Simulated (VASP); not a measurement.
# Bi in VASP: single point with PBE

Aim: the single point of Bi with PBE.

Everything below comes from runs of VASP 6.6.1. Logs are shortened: lines on timing, memory, paths and dates and some standing lists are left out, and cuts for length are marked.

### Step 1. The cell of the first run

The cell holds a slab with vacuum, 2 atoms: a = 4.489 Å, b = 4.489 Å, c = 28.000 Å, α = 90.00°, β = 90.00°, γ = 120.00°.

### Step 2. Single point, PBE

Contents of INCAR:

```
PREC     = Accurate       # precision mode
ENCUT    = 520            # plane-wave cutoff, eV
EDIFF    = 1E-7           # SCF threshold, eV
ISMEAR   = 0              # smearing method
SIGMA    = 0.02           # smearing width, eV
LREAL    = F              # projectors in reciprocal space
LASPH    = T              # aspherical terms in the spheres
NELM     = 100            # most SCF steps
ALGO     = Normal         # electronic algorithm
ISIF     = 2              # what is computed and relaxed
LWAVE    = F              # write WAVECAR
LCHARG   = F              # write CHGCAR
LDIPOL   = T            
IDIPOL   = 3            
DIPOL    = 0.5 0.5 0.500
GGA      = PE             # functional
NBANDS   = 22             # bands
```

Contents of KPOINTS:

```
regular mesh
0
Gamma
  9 9 1
```

Contents of POSCAR:

```
Bi
1.0
    4.4890000000      0.0000000000      0.0000000000
   -2.2445000000      3.8875880376      0.0000000000
    0.0000000000      0.0000000000     28.0000000000
Bi
2
Direct
    0.3333333333      0.6666666667      0.5000000000
    0.6666666667      0.3333333333      0.5000000000
```

Potentials or basis: VASP PAW PBE potentials, release 64 (Bi_d).

Started as:

```
$ cat potpaw_PBE.64/Bi_d/POTCAR > POTCAR
$ mpirun -np 1 vasp_std > vasp.out
```

OUTCAR:

```text
PREC = Accurate
   ENCUT = 520
   EDIFF = 1E-7
   ISMEAR = 0
   LREAL = F
   LASPH = T
   NELM = 100
   ISIF = 2
   GGA = PE

 ion  position               nearest neighbor table
   1  0.333  0.667  0.500-   2 2.59   2 2.59   2 2.59
   2  0.667  0.333  0.500-   1 2.59   1 2.59   1 2.59

  LATTYP: Found a hexagonal cell.
 ALAT       =     4.4890000000
 C/A-ratio  =     6.2374693696

  Lattice vectors:

 A1 = (   4.4890000000,   0.0000000000,   0.0000000000)
 A2 = (  -2.2445000000,   3.8875880376,   0.0000000000)
 A3 = (   0.0000000000,   0.0000000000,  28.0000000000)

Analysis of symmetry for initial positions (statically):
=====================================================================
 Subroutine PRICEL returns:
 Original cell was already a primitive cell.

 Routine SETGRP: Setting up the symmetry group for a
 hexagonal supercell.

 Subroutine GETGRP returns: Found 24 space group operations
 (whereof 24 operations were pure point group operations)
 out of a pool of 24 trial point group operations.

The static configuration has the point symmetry D_6h.

Analysis of symmetry for dynamics (positions and initial velocities):
=====================================================================
 Subroutine PRICEL returns:
 Original cell was already a primitive cell.

 Routine SETGRP: Setting up the symmetry group for a
 hexagonal supercell.

 Subroutine GETGRP returns: Found 24 space group operations
 (whereof 24 operations were pure point group operations)
 out of a pool of 24 trial point group operations.

The dynamic configuration has the point symmetry D_6h.

 Subroutine INISYM returns: Found 24 space group operations
 (whereof 24 operations are pure point group operations),
 and found     1 'primitive' translations

----------------------------------------------------------------------------------------

                                     Primitive cell

  volume of cell :     488.6387

  direct lattice vectors                    reciprocal lattice vectors
     4.489000000  0.000000000  0.000000000     0.222766763  0.128614451  0.000000000
    -2.244500000  3.887588038  0.000000000     0.000000000  0.257228901  0.000000000
     0.000000000  0.000000000 28.000000000     0.000000000  0.000000000  0.035714286

  length of vectors
     4.489000000  4.489000000 28.000000000     0.257228901  0.257228901  0.035714286

[... 70 lines left out ...]
   NSW    =      0    number of steps for IOM
   IBRION =     -1    ionic relax: 0-MD 1-quasi-New 2-CG
   NFREE  =      0    steps in history (QN), initial steepest desc. (CG)
   ISIF   =      2    stress and relaxation
   ISYM   =      2    0-nonsym 1-usesym 2-fastsym
   POTIM  = 0.5000    time-step for ionic-motion
   TEBEG  =    0.0;   TEEND  =   0.0 temperature during run
   PSTRESS=    0.0 pullay stress
   NELECT =      30.0000    total number of electrons
   NUPDOWN=      -1.0000    fix difference up-down
   EMIN   =  10.00;   EMAX   =-10.00  energy-range for DOS
   EFERMI =   0.00;   METHOD = LEGACY
   ISMEAR =     0;   SIGMA  =   0.02  broadening in eV -4-tet -1-fermi 0-gaus
   EFERMI_NEDOS =   21; number of points for ismear=-14 and -15
   IALGO  =     38    algorithm
   IMIX   =      4    mixing-type and parameters
     AMIX     =   0.40;   BMIX     =  1.00
     AMIX_MAG =   1.60;   BMIX_MAG =  1.00
  volume/ion in A,a.u.               =     244.32      1648.75
  Fermi-wavevector in a.u.,A,eV,Ry     =   0.645832  1.220445  5.674969  0.417098
  Thomas-Fermi vector in A             =   1.713616
   LORBIT       =      0    0 simple, 1 ext, 2 COOP (PROOUT), +10 PAW based schemes
   GGA     = PE    functional components
   LHFCALC =     F    Hartree Fock is set to
   AEXX    =    0.0000 exact exchange contribution
   IVDW    =     0    specifies the selected vdW correction
   LEPSILON=     F    determine dielectric tensor
   LRPA    =     F    only Hartree local field effects (RPA)
 non-spin polarized calculation
 Gauss-broadening in eV      SIGMA  =   0.02
  energy-cutoff  :      520.00
  volume of cell :      488.64
 maximum number of plane-waves:     13239
 NGX is ok and might be reduce to    36
   NGX = 17   NGY = 17   NGZ =105

 dipolmoment           0.000000      0.000000      0.000000 electrons x Angstroem

 number of electron      30.0000011 magnetization

 dipolmoment           0.000000      0.000000     -0.000000 electrons x Angstroem

 Free energy of the ion-electron system (eV)
  ---------------------------------------------------
  ext. energy  EPLUGINS =         0.00000000
  ---------------------------------------------------
  free energy    TOTEN  =        -4.16609065 eV

  energy without entropy =       -4.16609065  energy(sigma->0) =       -4.16609065

 E-fermi :  -2.5101     XC(G=0):  -1.6975

 val. band max:       -2.6392041741   @ k =   0.4444   0.1111   0.0000
 cond. band min:      -2.3851051393   @ k =   0.4444  -0.0000   0.0000
 fundamental gap:      0.2540990348
 Fermi energy:        -2.5100908187

 k-point     1 :       0.0000    0.0000    0.0000
  band No.  band energies     occupation
      1     -26.0574      2.00000
      2     -26.0533      2.00000
      3     -26.0533      2.00000
      4     -25.7901      2.00000
      5     -25.7901      2.00000
      6     -25.5154      2.00000
[... 289 lines left out ...]
     21       3.1840      0.00000
     22       4.3679      0.00000

------------------------ aborting loop because EDIFF is reached ----------------------------------------

 vacuum level on the upper side and lower side of the slab       (xc-potential included)        -0.007        -0.007

  FORCE on cell =-STRESS in cart. coord.  units (eV):
  Direction    XX          YY          ZZ          XY          YZ          ZX
  --------------------------------------------------------------------------------------
  -------------------------------------------------------------------------------------
  Total       19.3344138     19.3344138     -0.0337401      0.0000000      0.0000000      0.0000000
  in kB       63.3948121     63.3948121     -0.1106290      0.0000000      0.0000000      0.0000000
  external PRESSURE =      42.2263317 kB  Pullay stress =       0.0000000 kB

 VOLUME and BASIS-vectors are now :
 -----------------------------------------------------------------------------
  energy-cutoff  :      520.00
  volume of cell :      488.64
      direct lattice vectors                 reciprocal lattice vectors
     4.489000000  0.000000000  0.000000000     0.222766763  0.128614451  0.000000000
    -2.244500000  3.887588038  0.000000000     0.000000000  0.257228901  0.000000000
     0.000000000  0.000000000 28.000000000     0.000000000  0.000000000  0.035714286

 POSITION                                       TOTAL-FORCE (eV/Angst)
 -----------------------------------------------------------------------------------
     -0.00000      2.59173     14.00000         0.000000      0.000000      0.000000
      2.24450      1.29586     14.00000        -0.000000      0.000000     -0.000000
 -----------------------------------------------------------------------------------
    total drift:                                0.000000      0.000000     -0.000000

  FREE ENERGIE OF THE ION-ELECTRON SYSTEM (eV)
  ---------------------------------------------------
  free  energy   TOTEN  =        -4.1660906546 eV

  energy  without entropy=       -4.1660906546  energy(sigma->0) =       -4.16609065

 vacuum level on the upper side and lower side of the slab         1.506         1.506
```

OSZICAR:

```text
N       E                     dE             d eps       ncg     rms          rms(c)
DAV:   1     0.217674439961E+03    0.21767E+03   -0.13317E+04   736   0.974E+02
DAV:   2     0.130145656996E+02   -0.20466E+03   -0.19980E+03   610   0.275E+02
DAV:   3    -0.364332955898E+01   -0.16658E+02   -0.16476E+02   658   0.979E+01
[... 14 lines left out ...]
DAV:  18    -0.416608355554E+01   -0.35762E-05   -0.34003E-08   472   0.124E-03    0.202E-04
DAV:  19    -0.416608960917E+01   -0.60536E-05   -0.20106E-07   458   0.191E-03    0.325E-04
DAV:  20    -0.416609020146E+01   -0.59228E-06   -0.37573E-09   410   0.118E-03    0.728E-05
DAV:  21    -0.416609063707E+01   -0.43561E-06   -0.19722E-09   390   0.412E-04    0.347E-05
DAV:  22    -0.416609065458E+01   -0.17514E-07    0.28602E-09   456   0.252E-04
   1 F= -.41660907E+01 E0= -.41660907E+01  d E =-.981382E-20
```

It took 3 min on 1 thread of Intel Xeon Platinum 8488C (Sapphire Rapids), shared host; peak memory 0.58 GiB.

What came out:

* Free energy: -4.1661 eV
* Band gap on the k mesh: zero (bands 15 and 16 overlap by 0.73 eV)

Caveat: spin-orbit coupling is left out, which moves the levels of the heavy elements.

The gap in the log of VASP goes by the Fermi energy; the results here count the filled bands.